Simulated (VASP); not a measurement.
## CaS: single point with PBE

CaS:

```
Ca S
1.0
     0.00000    2.85237    2.85237
     2.85237    0.00000    2.85237
     2.85237    2.85237    0.00000
Ca S
1 1
Cartesian
  0.0000 0.0000 0.0000
  2.8524 2.8524 2.8524
```

| Property | Result |
| --- | --- |
| Program | VASP 6.6.1 |
| Task | single point |
| Functional | PBE |
| Potentials or basis | VASP PAW PBE potentials, release 64 (Ca_sv, S) |
| Cutoff | 500 eV |
| k mesh | 8 × 8 × 8 |
| Occupations | gaussian, width 0.1 eV |
| Spin | collinear spin, ferromagnetic start |
| Starting moments | [0.0, 0.5] μB |

```
Pressure                                              : 0.4 GPa
Band gap on the k mesh                                : 2.37 eV, indirect (least direct gap 3.17 eV)
Net moment                                            : 0.00 μB per cell
Valence electrons inside the program's atomic spheres : Ca 8.13; S 3.79
```

Levels at points of the mesh, in eV from the valence-band top:
Spin up:
| k point | band 4 | band 5 | band 6 | band 7 | band 8 | band 9 | band 10 | band 11 | band 12 | band 13 |
| --- | --- | --- | --- | --- | --- | --- | --- | --- | --- | --- |
| (0.00, 0.00, 0.00) | -20.20 | -11.31 | 0.00 | 0.00 | 0.00 | 4.12 | 4.17 | 4.17 | 4.17 | 4.75 |
| (0.50, 0.00, 0.00) | -20.21 | -10.51 | -3.07 | -1.15 | -1.15 | 5.21 | 6.05 | 6.18 | 6.18 | 8.11 |
| (0.50, 0.50, 0.00) | -20.24 | -10.69 | -2.26 | -0.80 | -0.80 | 2.37 | 5.59 | 5.99 | 6.75 | 6.77 |
Spin down:
```tsv
k point	band 5	band 6	band 7	band 8	band 9	band 10	band 11	band 12
(0.00, 0.00, 0.00)	-11.31	0.00	0.00	0.00	4.12	4.17	4.17	4.17
(0.50, 0.00, 0.00)	-10.51	-3.07	-1.15	-1.15	5.21	6.05	6.18	6.18
(0.50, 0.50, 0.00)	-10.69	-2.26	-0.80	-0.80	2.37	5.59	5.99	6.75
```

Run time: 37 s on 1 thread of Intel(R) Xeon(R) 6975P-C (Granite Rapids), with other jobs on the host, peak memory 0.2 GiB.

A k mesh can miss the band edges.
